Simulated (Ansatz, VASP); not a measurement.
**TePb in VASP and in Ansatz**

INCAR

```
SYSTEM = TePb
ALGO = Normal ; EDIFF = 1E-6
ENCUT = 500 ; GGA = PE
GGA_COMPAT = .FALSE. ; ISIF = 2
ISMEAR = -5 ; LASPH = .TRUE.
LCHARG = .TRUE. ; LELF = .TRUE.
LREAL = .FALSE. ; LVHAR = .TRUE.
LWAVE = .FALSE. ; NBANDS = 17
NELM = 120 ; PREC = Accurate
SIGMA = 0.1
```

Contents of KPOINTS:

```
k-points
0
G
  4 4 4
  0 0 0
```

The input POSCAR:

```
TePb
1.0
    0.0000000000      3.6414940692      3.6414940692
    3.6414940692      0.0000000000      3.6414940692
    3.6414940692      3.6414940692      0.0000000000
Pb Te
1 1
Direct
    0.0000000000      0.0000000000      0.0000000000
    0.2500000000      0.2500000000      0.2500000000
```

Input for Ansatz:

```yaml
crystal:
  lattice:
    - [0.0, 3.6414940692, 3.6414940692]
    - [3.6414940692, 0.0, 3.6414940692]
    - [3.6414940692, 3.6414940692, 0.0]
  atoms:
    - { symbol: Pb, position: [0.0, 0.0, 0.0] }
    - { symbol: Te, position: [0.25, 0.25, 0.25] }
kpoints:
  mp_grid: { grid: [4, 4, 4] }
hamiltonian:
  xc: pbe
scf:
  occupations: { method: tetrahedron }
  n_extra_bands: 4
output:
  forces: true
  stress: true
  eigenvalues: true
```

Alike in both runs: task single point; functional PBE; k mesh 4 × 4 × 4; occupations tetrahedron; no spin polarisation.

```csv
,VASP,Ansatz
version,VASP 6.6.1,Ansatz 0.2.0
potentials or method,"VASP PAW PBE potentials, release 64 (Pb_d, Te)",plane waves
plane-wave cutoff (eV),500,420
valence electrons in the cell,20,30
```

```tsv
	VASP	Ansatz	Ansatz less VASP
gap on the k mesh at the Fermi level (eV)	0.59	0.59	0.000
pressure (GPa)	0.5	0.5	+0.03
```

VASP's potentials hold 20 valence electrons a cell and Ansatz's 30, so a difference there can come from the potentials and not from the codes. Ansatz's warnings: band table not solved further, tetrahedron derivatives may miss energy slope.

Neither program's run includes spin-orbit coupling.
